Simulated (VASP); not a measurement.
Input of a VASP 6.6.1 run:

INCAR

```
SYSTEM = Li2S
  ALGO = Normal
  EDIFF = 1E-6
  ENCUT = 750
  GGA = PS
  GGA_COMPAT = .False.
  ISIF = 2
  ISMEAR = 0
  LASPH = .True.
  LCHARG = .True.
  LELF = .True.
  LREAL = .False.
  LVHAR = .True.
  LWAVE = .False.
  NBANDS = 13
  NELM = 120
  PREC = Accurate
  SIGMA = 0.01
```

The input KPOINTS:

```
k-points
0
Gamma
  6 6 6
  0 0 0
```

POSCAR

```
Li2S
1.0
    3.9984658913      0.0000000000      0.0000000000
    1.9992329456      3.4627730380      0.0000000000
    1.9992329456      1.1542576793      3.2647337292
Li S
2 1
Direct
    0.2500000000      0.2500000000      0.2500000000
    0.7500000000      0.7500000000      0.7500000000
    0.0000000000      0.0000000000      0.0000000000
```

Potentials or basis: VASP PAW PBE potentials, release 64 (Li_sv, S).

Launch:

```sh
$ cat potpaw_PBE.64/Li_sv/POTCAR potpaw_PBE.64/S/POTCAR > POTCAR
$ mpirun -np 1 vasp_std > vasp.out
```

(1) Predict the pressure.

(2) Estimate the band gap on the k mesh.

## Answers

(1) 0.0 GPa.

(2) 3.20 eV, indirect (least direct gap 4.22 eV).

Caveat: the PAW data sets were made with another functional, which shifts forces and pressure a little.
